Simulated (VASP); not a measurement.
Set up this calculation in VASP 6.6.1, as the native input.

- Task: single point
- Functional: LDA
- Potentials or basis: VASP PAW LDA potentials, release 64 (Ni)
- Cutoff: 520 eV
- k mesh: 12 × 12 × 1
- Occupations: fermi-dirac, width 0.05 eV
- Spin: collinear spin, ferromagnetic start
- Starting moments: [1.0, 1.0, 1.0, 1.0, 1.0, 1.0] μB
- Dipole correction: no
- Further INCAR settings: ALGO = Normal; EDIFF = 1e-06; NBANDS = 43

The structure of Ni lies in POSCAR:

```
Ni
1.0
    2.5002588676      0.0000000000      0.0000000000
   -1.2501294338      2.1652876954      0.0000000000
    0.0000000000      0.0000000000     25.2072640841
Ni
6
Direct
    0.6666666667      0.3333333333      0.2975332815
    0.3333333333      0.6666666667      0.3785199689
    0.0000000000      0.0000000000      0.4595066563
    0.6666666667      0.3333333333      0.5404933437
    0.3333333333      0.6666666667      0.6214800311
    0.0000000000      0.0000000000      0.7024667185
```

These files were run (other wordings do the same):

INCAR

```
SYSTEM = Ni
ALGO     = Normal         ! electronic algorithm
EDIFF    = 1E-6           ! SCF threshold, eV
ENCUT    = 520            ! plane-wave cutoff, eV
GGA      = CA             ! functional
ISIF     = 2              ! what is computed and relaxed
ISMEAR   = -1             ! smearing method
ISPIN    = 2              ! spin polarisation
LASPH    = .True.         ! aspherical terms in the spheres
LCHARG   = .False.        ! write CHGCAR
LMAXMIX  = 4              ! l up to which the mixer works
LORBIT   = 11             ! projections on sites
LREAL    = .False.        ! projectors in reciprocal space
LWAVE    = .False.        ! write WAVECAR
MAGMOM   = 1 1 1 1 1 1    ! initial moments
NBANDS   = 43             ! bands
NELM     = 150            ! most SCF steps
PREC     = Accurate       ! precision mode
SIGMA    = 0.05           ! smearing width, eV
```

KPOINTS

```
k-points
0
Gamma
  12 12 1
  0 0 0
```

Potentials or basis: VASP PAW LDA potentials, release 64 (Ni).

Launch:

```console
$ cat potpaw_LDA.64/Ni/POTCAR > POTCAR
$ mpirun -np 1 vasp_std > vasp.out
```

Results of the run:

```
Largest force                                         : 0.792 eV/Å
Net moment                                            : 3.63 μB per cell
Site moments                                          : Ni +0.61, +0.64, +0.60 (each value once) μB
Valence electrons inside the program's atomic spheres : Ni 9.16, 9.29 (each value once)
```

Caveat: there is no dipole correction, which matters where the two faces differ.

Run time: 10 min on 1 thread of Oxide Virtual Turin-like Processor, on a shared host, peak memory 0.28 GiB.
